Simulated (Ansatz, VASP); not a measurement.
CaBe2O3 in VASP and in Ansatz

INCAR

```
SYSTEM = CaBe2O3
PREC     = Accurate       ! precision mode
ENCUT    = 520            ! plane-wave cutoff, eV
EDIFF    = 1E-6           ! SCF threshold, eV
ISMEAR   = 0              ! smearing method
SIGMA    = 0.1            ! smearing width, eV
LREAL    = .False.        ! projectors in reciprocal space
LASPH    = .True.         ! aspherical terms in the spheres
NELM     = 60             ! most SCF steps
ALGO     = Normal         ! electronic algorithm
ISIF     = 2              ! what is computed and relaxed
LWAVE    = .False.        ! write WAVECAR
LCHARG   = .True.         ! write CHGCAR
GGA      = PE             ! functional
LELF     = .True.         ! ELF
LVHAR    = .True.       
NBANDS   = 25             ! bands
```

Contents of KPOINTS:

```
regular mesh
0
Gamma
  4 4 6
  0 0 0
```

File POSCAR:

```
CaBe2O3
1.0
    2.0971773400     -4.4369556700      0.0000000000
    2.0971773400      4.4369556700      0.0000000000
    0.0000000000      0.0000000000      3.3026826900
Ca Be O
1 2 3
Direct
    0.0000000000      0.0000000000      0.0000000000
    0.6549724500      0.3450275500      0.5000000000
    0.3450275500      0.6549724500      0.5000000000
    0.1453886600      0.8546113400      0.5000000000
    0.8546113400      0.1453886600      0.5000000000
    0.5000000000      0.5000000000      0.0000000000
```

Input for Ansatz:

```yaml
crystal:
  lattice:
    - [2.09717734, -4.43695567, 0.0]
    - [2.09717734, 4.43695567, 0.0]
    - [0.0, 0.0, 3.30268269]
  atoms:
    - { symbol: Ca, position: [0.0, 0.0, 0.0] }
    - { symbol: Be, position: [0.65497245, 0.34502755, 0.5] }
    - { symbol: Be, position: [0.34502755, 0.65497245, 0.5] }
    - { symbol: O, position: [0.14538866, 0.85461134, 0.5] }
    - { symbol: O, position: [0.85461134, 0.14538866, 0.5] }
    - { symbol: O, position: [0.5, 0.5, 0.0] }
basis:
  ecutwfc: 420
kpoints:
  mp_grid: { grid: [4, 4, 6] }
hamiltonian:
  xc: pbe
scf:
  occupations: { method: gaussian, width: 0.1 }
  lower_state_search: "off"
output:
  forces: true
  stress: true
  eigenvalues: true
```

Change from the starting cell: species swapped into the Li2CeO3 type (Cmmm, No. 65).

Alike in both runs: task single point; functional PBE; k mesh 4 × 4 × 6; occupations gaussian, width 0.1 eV; no spin polarisation.

|  | VASP | Ansatz |
| --- | --- | --- |
| version | VASP 6.6.1 | Ansatz 0.2.0 |
| potentials or method | VASP PAW PBE potentials, release 64 (Ca_sv, Be, O), cutoff 520 eV | scalar-relativistic, plane waves, PAW |
| valence electrons in the cell | 32 | 32 |

```tsv
	VASP	Ansatz	Ansatz less VASP
gap on the k mesh at the Fermi level (eV)	2.35	2.38	+0.027
least direct gap on the mesh (eV)	2.35	2.38	+0.027
pressure (GPa)	4.5	3.5	-0.97
traceless stress, the component that is largest in VASP (GPa)	-13.26	-13.13	+0.126
rms of the force components (eV/Å)	1.976	1.949	-0.0270
```

Atom by atom the forces differ by 0.030 eV/Å (rms over components). With one functional, cell and mesh, what is left measures potentials, basis and numerics.
